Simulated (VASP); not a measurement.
# HgTe (Fm-3m) in VASP: settings compared, part 2 of 2

VASP 6.6.1. The steps go on from the part before.

## 3. Single point, RPBE+D3(BJ)

This run uses another cell than the first one, of 22.61 Å³/atom, 0.689 times its volume.

The input, INCAR:

```
SYSTEM = HgTe
PREC = Accurate
ENCUT = 520
EDIFF = 1E-7
ISMEAR = -1
SIGMA = 0.05
LREAL = .FALSE.
LASPH = .TRUE.
NELM = 80
ALGO = Normal
ISIF = 2
LWAVE = .FALSE.
LCHARG = .FALSE.
GGA = RP
IVDW = 12
NBANDS = 16
```

The input, KPOINTS:

```
Automatic mesh
0
G
  7 7 7
  0 0 0
```

The input, POSCAR:

```
HgTe
1.0
    0.0000000000      2.8277387750      2.8277387750
    2.8277387750      0.0000000000      2.8277387750
    2.8277387750      2.8277387750      0.0000000000
Hg Te
1 1
Direct
    0.0000000000      0.0000000000      0.0000000000
    0.5000000000      0.5000000000      0.5000000000
```

Potentials or basis: VASP PAW PBE potentials, release 64 (Hg, Te).

Run with:

```console
cat potpaw_PBE.64/Hg/POTCAR potpaw_PBE.64/Te/POTCAR > POTCAR
mpirun -np 1 vasp_std > vasp.out
```

OUTCAR:

```text
SYSTEM = HgTe
   PREC = Accurate
   ENCUT = 520
   EDIFF = 1E-7
   ISMEAR = -1
   LREAL = .FALSE.
   LASPH = .TRUE.
   NELM = 80
   ISIF = 2
   GGA = RP
   IVDW = 12
 IVDW          = 12

 ion  position               nearest neighbor table
   1  0.000  0.000  0.000-   2 2.83   2 2.83   2 2.83   2 2.83   2 2.83   2 2.83
   2  0.500  0.500  0.500-   1 2.83   1 2.83   1 2.83   1 2.83   1 2.83   1 2.83

  LATTYP: Found a face centered cubic cell.
 ALAT       =     5.6554775500

  Lattice vectors:

 A1 = (   0.0000000000,   2.8277387750,   2.8277387750)
 A2 = (   2.8277387750,   0.0000000000,   2.8277387750)
 A3 = (   2.8277387750,   2.8277387750,   0.0000000000)

Analysis of symmetry for initial positions (statically):
=====================================================================
 Subroutine PRICEL returns:
 Original cell was already a primitive cell.

 Routine SETGRP: Setting up the symmetry group for a
 face centered cubic supercell.

 Subroutine GETGRP returns: Found 48 space group operations
 (whereof 48 operations were pure point group operations)
 out of a pool of 48 trial point group operations.

The static configuration has the point symmetry O_h .

Analysis of symmetry for dynamics (positions and initial velocities):
=====================================================================
 Subroutine PRICEL returns:
 Original cell was already a primitive cell.

 Routine SETGRP: Setting up the symmetry group for a
 face centered cubic supercell.

 Subroutine GETGRP returns: Found 48 space group operations
 (whereof 48 operations were pure point group operations)
 out of a pool of 48 trial point group operations.

The dynamic configuration has the point symmetry O_h .

 Subroutine INISYM returns: Found 48 space group operations
 (whereof 48 operations are pure point group operations),
 and found     1 'primitive' translations

----------------------------------------------------------------------------------------

                                     Primitive cell

  volume of cell :      45.2218

  direct lattice vectors                    reciprocal lattice vectors
     0.000000000  2.827738775  2.827738775    -0.176819728  0.176819728  0.176819728
     2.827738775  0.000000000  2.827738775     0.176819728 -0.176819728  0.176819728
     2.827738775  2.827738775  0.000000000     0.176819728  0.176819728 -0.176819728

  length of vectors
     3.999026526  3.999026526  3.999026526     0.306260752  0.306260752  0.306260752

  position of ions in fractional coordinates (direct lattice)
     0.000000000  0.000000000  0.000000000
     0.500000000  0.500000000  0.500000000

  ion indices of the primitive-cell ions
   primitive index   ion index
                 1           1
                 2           2

----------------------------------------------------------------------------------------

 KPOINTS: Automatic mesh

Automatic generation of k-mesh.
 Grid dimensions read from file:
 generate k-points for:    7    7    7

 Generating k-lattice:

  Cartesian coordinates                     Fractional coordinates (reciprocal lattice)
    -0.025259961  0.025259961  0.025259961     0.142857143  0.000000000  0.000000000
     0.025259961 -0.025259961  0.025259961     0.000000000  0.142857143  0.000000000
     0.025259961  0.025259961 -0.025259961     0.000000000  0.000000000  0.142857143

  Length of vectors
     0.043751536  0.043751536  0.043751536

  Shift w.r.t. Gamma in fractional coordinates (k-lattice)
     0.000000000  0.000000000  0.000000000

 Subroutine IBZKPT returns following result:
 ===========================================

 Found     20 irreducible k-points:

 Following reciprocal coordinates:
            Coordinates               Weight
  0.000000  0.000000  0.000000      1.000000
  0.142857  0.000000  0.000000      8.000000
  0.285714  0.000000  0.000000      8.000000
  0.428571  0.000000  0.000000      8.000000
  0.142857  0.142857  0.000000      6.000000
  0.285714  0.142857  0.000000     24.000000
[... 12 lines left out ...]
 -0.428571  0.428571  0.142857     24.000000
 -0.285714  0.428571  0.142857     24.000000
   k-points           NKPTS =     20   k-points in BZ     NKDIM =     20   number of bands    NBANDS=     16
   number of dos      NEDOS =    301   number of ions     NIONS =      2
   total plane-waves  NPLWV =  27000
   dimension x,y,z NGX =    30 NGY =   30 NGZ =   30
   dimension x,y,z NGXF=    60 NGYF=   60 NGZF=   60
   ions per type =               1   1
   NGX,Y,Z   is equivalent  to a cutoff of  12.47, 12.47, 12.47 a.u.
   NGXF,Y,Z  is equivalent  to a cutoff of  24.94, 24.94, 24.94 a.u.
 SYSTEM =  HgTe
   PREC   = accura    normal or accurate (medium, high low for compatibility)
   ISTART =      0    job   : 0-new  1-cont  2-samecut
   ICHARG =      2    charge: 1-file 2-atom 10-const
   ISPIN  =      1    spin polarized calculation?
   LNONCOLLINEAR =      F non collinear calculations
   LSORBIT =      F    spin-orbit coupling
   LASPH  =      T    aspherical Exc in radial PAW
   ENCUT  =  520.0 eV  38.22 Ry    6.18 a.u.   7.44  7.44  7.44*2*pi/ulx,y,z
   NELM   =     80;   NELMIN=  2; NELMDL= -5     # of ELM steps
   EDIFF  = 0.1E-06   stopping-criterion for ELM
   LREAL  =      F    real-space projection
   EDIFFG = 0.1E-05   stopping-criterion for IOM
   NSW    =      0    number of steps for IOM
   IBRION =     -1    ionic relax: 0-MD 1-quasi-New 2-CG
   NFREE  =      0    steps in history (QN), initial steepest desc. (CG)
   ISIF   =      2    stress and relaxation
   ISYM   =      2    0-nonsym 1-usesym 2-fastsym
   POTIM  = 0.5000    time-step for ionic-motion
   TEBEG  =    0.0;   TEEND  =   0.0 temperature during run
   PSTRESS=    0.0 pullay stress
   NELECT =      18.0000    total number of electrons
   NUPDOWN=      -1.0000    fix difference up-down
   EMIN   =  10.00;   EMAX   =-10.00  energy-range for DOS
   EFERMI =   0.00;   METHOD = LEGACY
   ISMEAR =    -1;   SIGMA  =   0.05  broadening in eV -4-tet -1-fermi 0-gaus
   EFERMI_NEDOS =   21; number of points for ismear=-14 and -15
   IALGO  =     38    algorithm
   IMIX   =      4    mixing-type and parameters
     AMIX     =   0.40;   BMIX     =  1.00
     AMIX_MAG =   1.60;   BMIX_MAG =  1.00
  volume/ion in A,a.u.               =      22.61       152.59
  Fermi-wavevector in a.u.,A,eV,Ry     =   1.204249  2.275701 19.731390  1.450216
  Thomas-Fermi vector in A             =   2.339980
   LORBIT       =      0    0 simple, 1 ext, 2 COOP (PROOUT), +10 PAW based schemes
   GGA     = RP    functional components
   LHFCALC =     F    Hartree Fock is set to
   AEXX    =    0.0000 exact exchange contribution
   IVDW    =    12    specifies the selected vdW correction
   LEPSILON=     F    determine dielectric tensor
   LRPA    =     F    only Hartree local field effects (RPA)
 non-spin polarized calculation
  energy-cutoff  :      520.00
  volume of cell :       45.22
 maximum number of plane-waves:      1243
 NGX is ok and might be reduce to    30
   NGX = 15   NGY = 15   NGZ = 15

 number of electron      18.0000001 magnetization

 Free energy of the ion-electron system (eV)
  ---------------------------------------------------
  ext. energy  EPLUGINS =         0.00000000
  ---------------------------------------------------
  free energy    TOTEN  =        -1.68470453 eV

  energy without entropy =       -1.68122687  energy(sigma->0) =       -1.68296570

 E-fermi :   7.4458     XC(G=0): -10.9169

 val. band max:        7.2763148028   @ k =   0.2857   0.2857   0.0000
 cond. band min:       7.4696691909   @ k =  -0.1429   0.1429   0.0000
 fundamental gap:      0.1933543881
 Fermi energy:         7.4457753888

 k-point     1 :       0.0000    0.0000    0.0000
  band No.  band energies     occupation
      1      -6.5429      2.00000
      2      -0.3997      2.00000
      3      -0.3997      2.00000
      4      -0.3402      2.00000
      5      -0.3402      2.00000
      6      -0.3402      2.00000
[... 8 lines left out ...]
     15      15.6887      0.00000
     16      15.6887      0.00000
[... 343 lines left out ...]
 k-point    20 :      -0.2857    0.4286    0.1429
  band No.  band energies     occupation
      1      -4.6804      2.00000
      2      -0.8293      2.00000
      3      -0.5377      2.00000
      4      -0.3801      2.00000
      5       0.0659      2.00000
      6       0.7509      2.00000
[... 8 lines left out ...]
     15      18.6186      0.00000
     16      21.5356      0.00000

------------------------ aborting loop because EDIFF is reached ----------------------------------------

 Edisp (eV)   -5.24979

 E8    (eV) :    -3.4532

  FORCE on cell =-STRESS in cart. coord.  units (eV):
  Direction    XX          YY          ZZ          XY          YZ          ZX
  --------------------------------------------------------------------------------------
  -------------------------------------------------------------------------------------
  Total       0.09573     0.09573     0.09573     0.00000     0.00000    -0.00000
  in kB       3.39157     3.39157     3.39157     0.00000     0.00000    -0.00000
  external pressure =        3.39 kB  Pullay stress =        0.00 kB

 VOLUME and BASIS-vectors are now :
 -----------------------------------------------------------------------------
  energy-cutoff  :      520.00
  volume of cell :       45.22
      direct lattice vectors                 reciprocal lattice vectors
     0.000000000  2.827738775  2.827738775    -0.176819728  0.176819728  0.176819728
     2.827738775  0.000000000  2.827738775     0.176819728 -0.176819728  0.176819728
     2.827738775  2.827738775  0.000000000     0.176819728  0.176819728 -0.176819728

 POSITION                                       TOTAL-FORCE (eV/Angst)
 -----------------------------------------------------------------------------------
      0.00000      0.00000      0.00000         0.000000     -0.000000     -0.000000
      2.82774      2.82774      2.82774        -0.000000      0.000000      0.000000
 -----------------------------------------------------------------------------------
    total drift:                               -0.000000      0.000000      0.000000

  FREE ENERGIE OF THE ION-ELECTRON SYSTEM (eV)
  ---------------------------------------------------
  free  energy   TOTEN  =        -6.9344953170 eV

  energy  without entropy=       -6.9310176578  energy(sigma->0) =       -6.93275649
```

OSZICAR:

```text
N       E                     dE             d eps       ncg     rms          rms(c)
DAV:   1     0.104993869938E+03    0.10499E+03   -0.89028E+03   656   0.105E+03
DAV:   2     0.116081032477E+01   -0.10383E+03   -0.97121E+02   768   0.237E+02
DAV:   3    -0.188292603056E+01   -0.30437E+01   -0.30368E+01   792   0.414E+01
DAV:   4    -0.190032301838E+01   -0.17397E-01   -0.17396E-01   800   0.315E+00
DAV:   5    -0.190061716382E+01   -0.29415E-03   -0.29414E-03   832   0.381E-01    0.126E+01
DAV:   6    -0.169276725916E+01    0.20785E+00   -0.39699E-01   800   0.905E+00    0.905E+00
DAV:   7    -0.168556884080E+01    0.71984E-02   -0.91745E-02   736   0.225E+00    0.230E+00
DAV:   8    -0.168460420344E+01    0.96464E-03   -0.11026E-02   712   0.128E+00    0.687E-01
DAV:   9    -0.168467222480E+01   -0.68021E-04   -0.68863E-04   792   0.262E-01    0.127E-01
DAV:  10    -0.168469609402E+01   -0.23869E-04   -0.44480E-05   816   0.575E-02    0.335E-02
DAV:  11    -0.168470511256E+01   -0.90185E-05   -0.13419E-05   752   0.308E-02    0.285E-02
DAV:  12    -0.168470466091E+01    0.45165E-06   -0.10533E-06   760   0.110E-02    0.702E-03
DAV:  13    -0.168470436139E+01    0.29952E-06   -0.75566E-07   720   0.566E-03    0.144E-02
DAV:  14    -0.168470450810E+01   -0.14671E-06   -0.11640E-07   584   0.279E-03    0.455E-03
DAV:  15    -0.168470452678E+01   -0.18676E-07   -0.13512E-08   432   0.682E-04
   1 F= -.69344953E+01 E0= -.69327565E+01  d E =-.347766E-02
```

It took 9.3 s on 1 thread of Intel Xeon 6975P-C (Granite Rapids), shared host; peak memory 0.18 GiB.

What came out:

| Item | Value |
| --- | --- |
| Free energy | -6.9345 eV |
| Pressure | 0.3 GPa |
| Band gap on the k mesh | zero (band 9 reaches 7.88 eV, above the bottom of band 10 at 4.58 eV) |
| Dispersion energy per atom | -2.625 eV |

Levels at points of the mesh, in eV from the Fermi level:
```csv
k point,band 6,band 7,band 8,band 9,band 10,band 11,band 12,band 13
"(0.00, 0.00, 0.00)",-7.79,-1.16,-1.16,-1.16,0.23,7.50,7.70,7.70
```

Caveat: the PAW data sets were made with another functional, which shifts forces and pressure a little; spin-orbit coupling is left out, which moves the levels of the heavy elements; pairwise dispersion overbinds metals, which lowers pressure and volume.
